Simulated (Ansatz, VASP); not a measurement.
## Two plane-wave programs on SnSe2

Contents of INCAR:

```
SYSTEM = SnSe2
PREC = Accurate
ENCUT = 600
EDIFF = 1E-6
ISMEAR = 0
SIGMA = 0.02
LREAL = .FALSE.
LASPH = .TRUE.
NELM = 100
ALGO = Normal
ISIF = 3
LWAVE = .FALSE.
LCHARG = .FALSE.
GGA = PE
IVDW = 13
IBRION = 2
NSW = 100
EDIFFG = -0.002
```

KPOINTS

```
regular mesh
0
G
  12 12 6
  0 0 0
```

POSCAR

```
SnSe2
1.0
    3.8381303771      0.0000000000      0.0000000000
   -1.9190651886      3.3239184096      0.0000000000
    0.0000000000      0.0000000000      6.0042966469
Sn Se
1 2
Direct
    0.0000000000      0.0000000000      0.0000000000
    0.3333333333      0.6666666667      0.2654157971
    0.6666666667      0.3333333333      0.7345842029
```

Input for Ansatz:

```yaml
crystal:
  lattice:
    - [3.8381303771, 0.0, 0.0]
    - [-1.9190651886, 3.3239184096, 0.0]
    - [0.0, 0.0, 6.0042966469]
  atoms:
    - { symbol: Sn, position: [0.0, 0.0, 0.0] }
    - { symbol: Se, position: [0.3333333333, 0.6666666667, 0.2654157971] }
    - { symbol: Se, position: [0.6666666667, 0.3333333333, 0.7345842029] }
basis:
  ecutwfc: 420
kpoints:
  mp_grid: { grid: [12, 12, 6] }
hamiltonian:
  xc: pbe
  dispersion: d4
scf:
  occupations: { method: gaussian, width: 0.02 }
output:
  forces: true
  stress: true
  eigenvalues: true
relax:
  adjacent_minimum: "off"
  f_tol: 0.002
  max_steps: 80
  cell: { stress_tol: 0.02 }
```

Alike in both runs: task relaxation of cell and atoms; functional PBE; dispersion D4; k mesh 12 × 12 × 6; occupations gaussian, width 0.02 eV; no spin polarisation.

|  | VASP | Ansatz |
| --- | --- | --- |
| version | VASP 6.6.1 | Ansatz 0.2.0 |
| potentials or method | VASP PAW PBE potentials, release 64 (Sn_d, Se), cutoff 600 eV | scalar-relativistic, plane waves, PAW |
| valence electrons in the cell | 26 | 46 |

Ansatz gave:

* gap on the k mesh at the Fermi level, each at its own relaxed structure (eV): 0.34
* relaxed volume (Å³/atom): 25.53
* relaxed length of the cell vector where the two differ most in proportion (Å): 6.004

What did VASP give for the same quantities?

gap on the k mesh at the Fermi level, each at its own relaxed structure (eV): 0.34; relaxed volume (Å³/atom): 25.55; relaxed length of the cell vector where the two differ most in proportion (Å): 6.006.

VASP's potentials hold 26 valence electrons a cell and Ansatz's 46, so a difference there can come from the potentials and not from the codes.
